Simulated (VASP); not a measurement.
# Li (P6_3/mmc) in VASP: electric field gradients with PBEsol

Aim: the electric field gradients of Li with PBEsol.

All numbers are computed with VASP 6.6.1; they aren't measurements. Logs are shortened: lines on timing, memory, paths and dates and some standing lists are left out, and cuts for length are marked.

## Step 1: The cell of the first run

The structure is hexagonal, space group P6_3/mmc (No. 194). The conventional cell has a = 3.173 Å, b = 3.173 Å, c = 5.093 Å, α = 90.00°, β = 90.00°, γ = 120.00°. Li (site symmetry -6m2) has 12 Li at 3.14 to 3.17 Å within 4.1 Å.

## Step 2: Electric field gradients, PBEsol (equal xx and yy strain of +2 %)

Input file INCAR:

```
ALGO     = Normal         # electronic algorithm
EDIFF    = 1E-8           # SCF threshold, eV
ENCUT    = 520            # plane-wave cutoff, eV
GGA      = PS             # functional
ISIF     = 2              # what is computed and relaxed
ISMEAR   = -1             # smearing method
LASPH    = T              # aspherical terms in the spheres
LCHARG   = F              # write CHGCAR
LEFG     = T            
LREAL    = F              # projectors in reciprocal space
LWAVE    = F              # write WAVECAR
NBANDS   = 10             # bands
NELM     = 100            # most SCF steps
PREC     = Accurate       # precision mode
SIGMA    = 0.08           # smearing width, eV
```

Input file KPOINTS:

```
k-points
0
Gamma
  15 15 8
```

Input file POSCAR:

```
Li
1.0
    3.1732221946      0.0000000000      0.0000000000
   -1.5866110973      2.7480910324      0.0000000000
    0.0000000000      0.0000000000      5.0930000000
Li
2
Direct
    0.3333333333      0.6666666667      0.2500000000
    0.6666666667      0.3333333333      0.7500000000
```

Potentials or basis: VASP PAW PBE potentials, release 64 (Li_sv).

Launch:

```sh
cat potpaw_PBE.64/Li_sv/POTCAR > POTCAR
mpirun -np 1 vasp_std > vasp.out
```

OUTCAR:

```text
EDIFF = 1E-8
   ENCUT = 520
   GGA = PS
   ISIF = 2
   ISMEAR = -1
   LASPH = T
   LREAL = F
   NELM = 100
   PREC = Accurate

 ion  position               nearest neighbor table
   1  0.333  0.667  0.250-
   2  0.667  0.333  0.750-

  LATTYP: Found a hexagonal cell.
 ALAT       =     3.1732221946
 C/A-ratio  =     1.6049931860

  Lattice vectors:

 A1 = (   3.1732221946,   0.0000000000,   0.0000000000)
 A2 = (  -1.5866110973,   2.7480910324,   0.0000000000)
 A3 = (   0.0000000000,   0.0000000000,   5.0930000000)

Analysis of symmetry for initial positions (statically):
=====================================================================
 Subroutine PRICEL returns:
 Original cell was already a primitive cell.

 Routine SETGRP: Setting up the symmetry group for a
 hexagonal supercell.

 Subroutine GETGRP returns: Found 24 space group operations
 (whereof 12 operations were pure point group operations)
 out of a pool of 24 trial point group operations.

The static configuration has the point symmetry D_3d.
 The point group associated with its full space group is D_6h.

Analysis of symmetry for dynamics (positions and initial velocities):
=====================================================================
 Subroutine PRICEL returns:
 Original cell was already a primitive cell.

 Routine SETGRP: Setting up the symmetry group for a
 hexagonal supercell.

 Subroutine GETGRP returns: Found 24 space group operations
 (whereof 12 operations were pure point group operations)
 out of a pool of 24 trial point group operations.

The dynamic configuration has the point symmetry D_3d.
 The point group associated with its full space group is D_6h.

 Subroutine INISYM returns: Found 24 space group operations
 (whereof 12 operations are pure point group operations),
 and found     1 'primitive' translations

----------------------------------------------------------------------------------------

                                     Primitive cell

  volume of cell :      44.4125

  direct lattice vectors                    reciprocal lattice vectors
     3.173222195  0.000000000  0.000000000     0.315137087  0.181944482  0.000000000
    -1.586611097  2.748091032  0.000000000     0.000000000  0.363888964  0.000000000
     0.000000000  0.000000000  5.093000000     0.000000000  0.000000000  0.196347929

  length of vectors
     3.173222195  3.173222195  5.093000000     0.363888964  0.363888964  0.196347929

  position of ions in fractional coordinates (direct lattice)
     0.333333333  0.666666667  0.250000000
     0.666666667  0.333333333  0.750000000

  ion indices of the primitive-cell ions
   primitive index   ion index
                 1           1
                 2           2

----------------------------------------------------------------------------------------

 KPOINTS: k-points

Automatic generation of k-mesh.
 Grid dimensions read from file:
 generate k-points for:   15   15    8

 Generating k-lattice:

  Cartesian coordinates                     Fractional coordinates (reciprocal lattice)
     0.021009139  0.012129632  0.000000000     0.066666667 -0.000000000  0.000000000
     0.000000000  0.024259264  0.000000000     0.000000000  0.066666667  0.000000000
     0.000000000  0.000000000  0.024543491     0.000000000  0.000000000  0.125000000

  Length of vectors
     0.024259264  0.024259264  0.024543491

  Shift w.r.t. Gamma in fractional coordinates (k-lattice)
     0.000000000  0.000000000  0.000000000

 Subroutine IBZKPT returns following result:
 ===========================================

 Found    135 irreducible k-points:

 Following reciprocal coordinates:
            Coordinates               Weight
  0.000000  0.000000  0.000000      1.000000
  0.066667  0.000000  0.000000      6.000000
  0.133333  0.000000  0.000000      6.000000
  0.200000  0.000000  0.000000      6.000000
  0.266667  0.000000  0.000000      6.000000
  0.333333  0.000000  0.000000      6.000000
[... 16 lines left out ...]
  0.333333  0.200000  0.000000     12.000000
  0.400000  0.200000  0.000000      6.000000
 [... further k-points ...]
   k-points           NKPTS =    135   k-points in BZ     NKDIM =    135   number of bands    NBANDS=     10
   number of dos      NEDOS =    301   number of ions     NIONS =      2
   total plane-waves  NPLWV =  23040
   dimension x,y,z NGX =    24 NGY =   24 NGZ =   40
   dimension x,y,z NGXF=    48 NGYF=   48 NGZF=   80
   ions per type =               2
   NGX,Y,Z   is equivalent  to a cutoff of  12.57, 12.57, 13.06 a.u.
   NGXF,Y,Z  is equivalent  to a cutoff of  25.15, 25.15, 26.11 a.u.
 SYSTEM =  unknown system
   PREC   = accura    normal or accurate (medium, high low for compatibility)
   ISTART =      0    job   : 0-new  1-cont  2-samecut
   ICHARG =      2    charge: 1-file 2-atom 10-const
   ISPIN  =      1    spin polarized calculation?
   LNONCOLLINEAR =      F non collinear calculations
   LSORBIT =      F    spin-orbit coupling
   LASPH  =      T    aspherical Exc in radial PAW
   ENCUT  =  520.0 eV  38.22 Ry    6.18 a.u.   5.90  5.90  9.47*2*pi/ulx,y,z
   NELM   =    100;   NELMIN=  2; NELMDL= -5     # of ELM steps
   EDIFF  = 0.1E-07   stopping-criterion for ELM
   LREAL  =      F    real-space projection
   EDIFFG = 0.1E-06   stopping-criterion for IOM
   NSW    =      0    number of steps for IOM
   IBRION =     -1    ionic relax: 0-MD 1-quasi-New 2-CG
   NFREE  =      0    steps in history (QN), initial steepest desc. (CG)
   ISIF   =      2    stress and relaxation
   ISYM   =      2    0-nonsym 1-usesym 2-fastsym
   POTIM  = 0.5000    time-step for ionic-motion
   TEBEG  =    0.0;   TEEND  =   0.0 temperature during run
   PSTRESS=    0.0 pullay stress
   NELECT =       6.0000    total number of electrons
   NUPDOWN=      -1.0000    fix difference up-down
   EMIN   =  10.00;   EMAX   =-10.00  energy-range for DOS
   EFERMI =   0.00;   METHOD = LEGACY
   ISMEAR =    -1;   SIGMA  =   0.08  broadening in eV -4-tet -1-fermi 0-gaus
   EFERMI_NEDOS =   21; number of points for ismear=-14 and -15
   IALGO  =     38    algorithm
   IMIX   =      4    mixing-type and parameters
     AMIX     =   0.40;   BMIX     =  1.00
     AMIX_MAG =   1.60;   BMIX_MAG =  1.00
  volume/ion in A,a.u.               =      22.21       149.86
  Fermi-wavevector in a.u.,A,eV,Ry     =   0.840021  1.587410  9.600751  0.705635
  Thomas-Fermi vector in A             =   1.954335
   LORBIT       =      0    0 simple, 1 ext, 2 COOP (PROOUT), +10 PAW based schemes
   GGA     = PS    functional components
   LHFCALC =     F    Hartree Fock is set to
   AEXX    =    0.0000 exact exchange contribution
   IVDW    =     0    specifies the selected vdW correction
   LEPSILON=     F    determine dielectric tensor
   LRPA    =     F    only Hartree local field effects (RPA)
 non-spin polarized calculation
  energy-cutoff  :      520.00
  volume of cell :       44.41
 maximum number of plane-waves:      1210
 NGX is ok and might be reduce to    24
   NGX = 11   NGY = 11   NGZ = 19

 number of electron       6.0000014 magnetization

 Free energy of the ion-electron system (eV)
  ---------------------------------------------------
  ext. energy  EPLUGINS =         0.00000000
  ---------------------------------------------------
  free energy    TOTEN  =        -3.93030446 eV

  energy without entropy =       -3.90849900  energy(sigma->0) =       -3.91940173

 E-fermi :   0.3816     XC(G=0):  -6.7989

 val. band max:        0.3536892345   @ k =   0.4000   0.0667   0.3750
 cond. band min:       0.3856752668   @ k =   0.4000   0.0000   0.5000
 fundamental gap:      0.0319860322
 Fermi energy:         0.3815731662

 k-point     1 :       0.0000    0.0000    0.0000
  band No.  band energies     occupation
      1     -45.6883      2.00000
      2     -45.6741      2.00000
      3      -3.0511      2.00000
      4       0.4930      0.39796
      5       3.1667      0.00000
      6      11.8992      0.00000
      7      11.8992      0.00000
      8      13.2550      0.00000
      9      13.2550      0.00000
     10      14.2442      0.00000

 k-point     2 :       0.0667    0.0000    0.0000
  band No.  band energies     occupation
      1     -45.6878      2.00000
      2     -45.6740      2.00000
      3      -2.9837      2.00000
      4       0.5797      0.15512
      5       3.1947      0.00000
      6      11.1728      0.00000
      7      11.3992      0.00000
      8      13.2452      0.00000
      9      13.5890      0.00000
     10      14.1371      0.00000
[... 274 lines left out ...]
 k-point    24 :       0.4000    0.2000    0.0000
  band No.  band energies     occupation
      1     -45.6740      2.00000
      2     -45.6712      2.00000
      3       0.8415      0.00635
      4       1.7217      0.00000
      5       4.3892      0.00000
      6       5.4119      0.00000
      7       6.3580      0.00000
      8       6.4360      0.00000
      9       9.7292      0.00000
     10      10.2155      0.00000

 [... further k-points ...]
[... 5 lines left out ...]
  --------------------------------------------------------------------------------------
  -------------------------------------------------------------------------------------
  Total       -0.3539309     -0.3539309     -0.2638459      0.0000000      0.0000000      0.0000000
  in kB      -12.7680264    -12.7680264     -9.5182183      0.0000000      0.0000000      0.0000000
  external PRESSURE =     -11.6847571 kB  Pullay stress =       0.0000000 kB

 VOLUME and BASIS-vectors are now :
 -----------------------------------------------------------------------------
  energy-cutoff  :      520.00
  volume of cell :       44.41
      direct lattice vectors                 reciprocal lattice vectors
     3.173222195  0.000000000  0.000000000     0.315137087  0.181944482  0.000000000
    -1.586611097  2.748091032  0.000000000     0.000000000  0.363888964  0.000000000
     0.000000000  0.000000000  5.093000000     0.000000000  0.000000000  0.196347929

 POSITION                                       TOTAL-FORCE (eV/Angst)
 -----------------------------------------------------------------------------------
     -0.00000      1.83206      1.27325        -0.000000      0.000000      0.000000
      1.58661      0.91603      3.81975         0.000000     -0.000000      0.000000
 -----------------------------------------------------------------------------------
    total drift:                               -0.000000      0.000000     -0.000000

  FREE ENERGIE OF THE ION-ELECTRON SYSTEM (eV)
  ---------------------------------------------------
  free  energy   TOTEN  =        -3.9303044588 eV

  energy  without entropy=       -3.9084989988  energy(sigma->0) =       -3.91940173

 Electric field gradients (V/A^2)
---------------------------------------------------------------------
 ion       V_xx      V_yy      V_zz      V_xy      V_xz      V_yz
---------------------------------------------------------------------
   1      -0.038    -0.044     0.082    -0.005     0.000    -0.000
   2      -0.038    -0.044     0.082    -0.005    -0.000     0.000
---------------------------------------------------------------------

 Electric field gradients after diagonalization (V/A^2)
 (convention: |V_zz| > |V_xx| > |V_yy|)
----------------------------------------------------------------------
 ion       V_xx      V_yy      V_zz     asymmetry (V_yy - V_xx)/ V_zz
----------------------------------------------------------------------
   1      -0.047    -0.035     0.082       0.140
   2      -0.047    -0.035     0.082       0.140
----------------------------------------------------------------------

           NMR quadrupolar parameters

 Cq : quadrupolar parameter    Cq=e*Q*V_zz/h
 eta: asymmetry parameters     (V_yy - V_xx)/ V_zz
 Q  : nuclear electric quadrupole moment in mb (millibarn)
----------------------------------------------------------------------
 ion       Cq(MHz)       eta       Q (mb)
----------------------------------------------------------------------
   1       0.000       0.140       1.000
   2       0.000       0.140       1.000
----------------------------------------------------------------------
```

Wall time 56 s (1 thread of Intel Xeon 8259CL, shared host); peak memory 0.18 GiB.

What came out:

| Item | Value |
| --- | --- |
| Free energy | -3.9303 eV |
| Band gap on the k mesh | zero (band 3 reaches 2.40 eV, above the bottom of band 4 at -1.95 eV) |

Caveat: the cell differs from its parent crystal (equal xx and yy strain of +2 %); the cutoff is under 1.25 times the usual one of these potentials, so pressure, stress and relaxed cells hold a basis-set (Pulay) error; without QUAD_EFG the Cq values of the log hold for a quadrupole moment of 1 mb, not for the nuclei; the PAW data sets were made with another functional, which shifts forces and pressure a little.
